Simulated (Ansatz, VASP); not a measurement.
**Ir in VASP and in Ansatz**

```
Ir
1.0
     2.71975    0.00000    0.00000
    -1.35988    2.35537    0.00000
     0.00000    0.00000   27.55364
Ir
4
Direct
  0.33333 0.66667 0.53025
  0.00000 0.00000 0.61008
  0.66667 0.33333 0.69043
  0.33333 0.66667 0.77027
```

Alike in both runs: functional PBE; k mesh 15 × 15 × 1; occupations methfessel-paxton of order 1, width 0.1 eV; no spin polarisation.

Ansatz relaxed the structure, and its values are those at the end. VASP's run is a single point on that final structure, the one shown.

|  | VASP | Ansatz |
| --- | --- | --- |
| version | VASP 6.6.1 | Ansatz 0.2.0 |
| potentials or method | VASP PAW PBE potentials, release 64 (Ir), cutoff 400 eV | scalar-relativistic, plane waves, PAW |
| valence electrons in the cell | 36 | 68 |

```csv
,VASP,Ansatz,Ansatz less VASP
gap on the k mesh at the Fermi level (eV),none,none,-
rms of the force components (eV/Å),0.016,0.003,-0.0127
```

A gap of «none» marks a metal or a gap that the smearing closes. VASP's potentials hold 36 valence electrons a cell and Ansatz's 68, so a difference there can come from the potentials and not from the codes. Ansatz's warnings: xc potential rough in thin density.

Spin-orbit coupling is off throughout.
